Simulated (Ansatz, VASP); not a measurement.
ZrB: VASP beside Ansatz

The input INCAR:

```
PREC     = Accurate       # precision mode
ENCUT    = 520            # plane-wave cutoff, eV
EDIFF    = 1E-6           # SCF threshold, eV
ISMEAR   = 0              # smearing method
SIGMA    = 0.15           # smearing width, eV
LREAL    = False          # projectors in reciprocal space
LASPH    = True           # aspherical terms in the spheres
NELM     = 80             # most SCF steps
ALGO     = Normal         # electronic algorithm
ISIF     = 2              # what is computed and relaxed
LWAVE    = False          # write WAVECAR
LCHARG   = False          # write CHGCAR
GGA      = PS             # functional
NBANDS   = 14             # bands
```

Contents of KPOINTS:

```
regular mesh
0
Gamma
  18 18 18
```

File POSCAR:

```
ZrB
1.0
    0.0000000000      2.2668750000      2.2668750000
    2.3250000000     -0.0581250000      2.3250000000
    2.3250000000      2.3250000000     -0.0581250000
Zr B
1 1
Direct
    0.0000000000      0.0000000000      0.0000000000
    0.5000000000      0.5000000000      0.5000000000
```

Input for Ansatz:

```yaml
crystal:
  lattice:
    - [0.0, 2.266875, 2.266875]
    - [2.325, -0.058125, 2.325]
    - [2.325, 2.325, -0.058125]
  atoms:
    - { symbol: Zr, position: [0.0, 0.0, 0.0] }
    - { symbol: B, position: [0.5, 0.5, 0.5] }
basis:
  ecutwfc: 420
kpoints:
  mp_grid: { grid: [18, 18, 18] }
hamiltonian:
  xc: pbesol
scf:
  occupations: { method: gaussian, width: 0.15 }
output:
  forces: true
  stress: true
  eigenvalues: true
```

Change from the starting cell: strain -0.0500 x Voigt [0, 0, 0, 1, 0, 0], atoms carried along.

Alike in both runs: task single point; functional PBEsol; k mesh 18 × 18 × 18; occupations gaussian, width 0.15 eV; no spin polarisation.

```csv
,VASP,Ansatz
version,VASP 6.6.1,Ansatz 0.2.0
potentials or method,"VASP PAW PBE potentials, release 64 (Zr_sv, B), cutoff 520 eV","scalar-relativistic, plane waves, PAW"
valence electrons in the cell,15,15
```

|  | VASP | Ansatz | Ansatz less VASP |
| --- | --- | --- | --- |
| gap on the k mesh at the Fermi level (eV) | none | none | - |
| pressure (GPa) | 29.8 | 29.5 | -0.31 |
| traceless stress, the component that is largest in VASP (GPa) | 2.92 | 2.93 | +0.011 |

VASP's potentials were made for PBE, not for PBEsol. A gap of «none» marks a metal or a gap that the smearing closes. Both programs put the cell under a high pressure, so it lies far from rest at this level.
